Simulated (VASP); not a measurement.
Write the native input for VASP 6.6.1 that does the following.

- Task: relaxation of the atoms
- Functional: PBEsol
- Potentials or basis: VASP PAW PBE potentials, release 64 (Si, Ti_sv)
- Cutoff: 520 eV
- k mesh: 2 × 2 × 2
- Occupations: gaussian, width 0.05 eV
- Spin: no spin polarisation
- Dipole correction: no
- Further INCAR settings: LREAL = Auto; ALGO = Normal; EDIFF = 1e-06; IBRION = 2; EDIFFG = -0.03; NSW = 80

The structure of TiSi16 (a cell with a defect) lies in POSCAR:

```
TiSi16
1.0
    0.0000000000      5.4300000000      5.4300000000
    5.4300000000      0.0000000000      5.4300000000
    5.4300000000      5.4300000000      0.0000000000
Si Ti
16 1
Direct
    0.0000000000      0.0000000000      0.0000000000
    0.1250000000      0.1250000000      0.1250000000
    0.0000000000      0.0000000000      0.5000000000
    0.1250000000      0.1250000000      0.6250000000
    0.0000000000      0.5000000000      0.0000000000
    0.1250000000      0.6250000000      0.1250000000
    0.0000000000      0.5000000000      0.5000000000
    0.1250000000      0.6250000000      0.6250000000
    0.5000000000      0.0000000000      0.0000000000
    0.6250000000      0.1250000000      0.1250000000
    0.5000000000      0.0000000000      0.5000000000
    0.6250000000      0.1250000000      0.6250000000
    0.5000000000      0.5000000000      0.0000000000
    0.6250000000      0.6250000000      0.1250000000
    0.5000000000      0.5000000000      0.5000000000
    0.6250000000      0.6250000000      0.6250000000
    0.3718234600      0.3868078700      0.3739375100
```

These files were run (other wordings do the same):

INCAR

```
SYSTEM = TiSi16
PREC     = Accurate       ! precision mode
ENCUT    = 520            ! plane-wave cutoff, eV
EDIFF    = 1E-6           ! SCF threshold, eV
ISMEAR   = 0              ! smearing method
SIGMA    = 0.05           ! smearing width, eV
LREAL    = Auto         
LASPH    = .TRUE.         ! aspherical terms in the spheres
NELM     = 80             ! most SCF steps
ALGO     = Normal         ! electronic algorithm
ISIF     = 2              ! what is computed and relaxed
LWAVE    = .FALSE.        ! write WAVECAR
LCHARG   = .FALSE.        ! write CHGCAR
GGA      = PS             ! functional
IBRION   = 2              ! ionic algorithm
NSW      = 80             ! ionic steps
EDIFFG   = -0.03          ! ionic threshold
```

KPOINTS

```
Automatic mesh
0
G
  2 2 2
  0 0 0
```

Potentials or basis: VASP PAW PBE potentials, release 64 (Si, Ti_sv).

Launch:

```bash
$ cat potpaw_PBE.64/Si/POTCAR potpaw_PBE.64/Ti_sv/POTCAR > POTCAR
$ mpirun -np 1 vasp_std > vasp.out
```

It gave:

```
Energy gained by relaxing    : 23.3 meV/atom
Ionic steps                  : 7
Pressure after relaxing      : 2.1 GPa
Largest force after relaxing : 0.026 eV/Å
Band gap on the k mesh       : zero (bands 38 and 39 overlap by 0.40 eV)
```

Caveat: the k points lie up to 0.50 Å⁻¹ apart; the PAW data sets were made with another functional, which shifts forces and pressure a little.

Wall time 11 min on 1 thread of Intel(R) Xeon(R) Platinum 8488C (Sapphire Rapids), with other jobs on the host, peak memory 0.55 GiB.
